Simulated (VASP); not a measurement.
A run of VASP 6.6.1 is set up as follows.

INCAR

```
PREC = Accurate
ENCUT = 600
EDIFF = 1E-6
ISMEAR = 0
SIGMA = 0.1
LREAL = False
LASPH = True
NELM = 80
ALGO = Normal
ISIF = 3
LWAVE = False
LCHARG = False
GGA = PE
IBRION = 2
NSW = 100
EDIFFG = -0.01
```

The input KPOINTS:

```
Automatic mesh
0
Gamma
  24 24 22
```

POSCAR

```
SiC
1.0
    2.8643927455      0.0000000000      0.0000000000
   -1.4321963728      2.4806368841      0.0000000000
    0.0000000000      0.0000000000      2.5577936373
Si C
1 1
Direct
    0.3333333333      0.6666666667      0.5000000000
    0.6666666667      0.3333333333      0.0000000000
```

Potentials or basis: VASP PAW PBE potentials, release 64 (Si, C).

Command:

```console
$ cat potpaw_PBE.64/Si/POTCAR potpaw_PBE.64/C/POTCAR > POTCAR
$ mpirun -np 1 vasp_std > vasp.out
```

Problem. Estimate the band gap on the k mesh.

Solution. Zero (band 4 reaches 12.46 eV, above the bottom of band 5 at 7.99 eV).

Problem. Predict the space group after relaxing (to 0.05 Å).

Solution. P-6m2 (No. 187).

Problem. Predict the relaxed volume.

Solution. 9.13 Å³/atom.

Problem. What does it give for the relaxed cell?

Solution. a = 2.863 Å, b = 2.863 Å, c = 2.571 Å, α = 90.00°, β = 90.00°, γ = 120.00°.

The path:
| step | energy change (eV) | largest force (eV/Å) | pressure (GPa) | volume (Å³) |
| --- | --- | --- | --- | --- |
| 1 | 0.0000 | 0.0000 | 1.09 | 18.17 |
| 2 | -0.0005 | 0.0000 | -0.95 | 18.34 |
| 3 | -0.0009 | 0.0000 | -0.19 | 18.28 |
| 4 | -0.0009 | 0.0000 | 0.03 | 18.25 |
